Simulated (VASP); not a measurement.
Set up this calculation in VASP 6.6.1, as the native input.

```
Task                               : single point
Functional                         : HSE06
Potentials or basis                : VASP PAW PBE potentials, release 64 (Cl, Na_pv)
Cutoff                             : 520 eV
k mesh                             : 4 × 4 × 4
Occupations                        : fermi-dirac, width 0.05 eV
Spin                               : no spin polarisation
Dipole correction                  : no
Grid for exact exchange (PRECFOCK) : Normal
Further INCAR settings             : ALGO = Normal; EDIFF = 1e-07; NBANDS = 14
Share of exact exchange            : 0.25
Screening parameter                : 0.2079 1/Å
```

Crystal: NaCl.

```
Cl Na
1.0
     3.43070    0.00000    0.00000
     0.00000    3.43070    0.00000
     0.00000    0.00000    3.43070
Cl Na
1 1
Direct
  0.50000 0.50000 0.50000
  0.00000 0.00000 0.00000
```

These files were run (other wordings do the same):

POSCAR

```
NaCl
1.0
    3.4306966741      0.0000000000      0.0000000000
    0.0000000000      3.4306966741      0.0000000000
    0.0000000000      0.0000000000      3.4306966741
Cl Na
1 1
Direct
    0.5000000000      0.5000000000      0.5000000000
    0.0000000000      0.0000000000      0.0000000000
```

INCAR.step1

```
SYSTEM = NaCl
  ALGO = Normal
  EDIFF = 1E-5
  ENCUT = 520
  GGA = PE
  ISIF = 2
  ISMEAR = -1
  LASPH = .TRUE.
  LCHARG = .FALSE.
  LREAL = .FALSE.
  LWAVE = .TRUE.
  NBANDS = 14
  NELM = 60
  PREC = Accurate
  SIGMA = 0.05
```

INCAR.step2

```
SYSTEM = NaCl
  ALGO = Normal
  EDIFF = 1E-7
  ENCUT = 520
  GGA = PE
  HFSCREEN = 0.2079
  ISIF = 2
  ISMEAR = -1
  ISTART = 1
  LASPH = .TRUE.
  LCHARG = .FALSE.
  LHFCALC = .TRUE.
  LREAL = .FALSE.
  LWAVE = .FALSE.
  NBANDS = 14
  NELM = 60
  PREC = Accurate
  PRECFOCK = Normal
  SIGMA = 0.05
```

KPOINTS

```
k-points
0
G
  4 4 4
  0 0 0
```

Potentials or basis: VASP PAW PBE potentials, release 64 (Cl, Na_pv).

The run is started by

```sh
$ cat potpaw_PBE.64/Cl/POTCAR potpaw_PBE.64/Na_pv/POTCAR > POTCAR
$ cp INCAR.step1 INCAR
$ mpirun -np 1 vasp_std > vasp.out
$ cp INCAR.step2 INCAR
$ mpirun -np 1 vasp_std > vasp.out
```

Results of the run:

- Pressure: 1.4 GPa
- Band gap on the k mesh: 5.52 eV (least direct gap 6.11 eV)

Caveat: the k points lie up to 0.46 Å⁻¹ apart; the PAW data sets were made with another functional, which shifts forces and pressure a little.

Wall time 3.5 min on 1 thread of Intel(R) Xeon(R) Platinum 8259CL CPU @ 2.50GHz (Skylake/Cascade Lake), with other jobs on the host, peak memory 0.25 GiB.
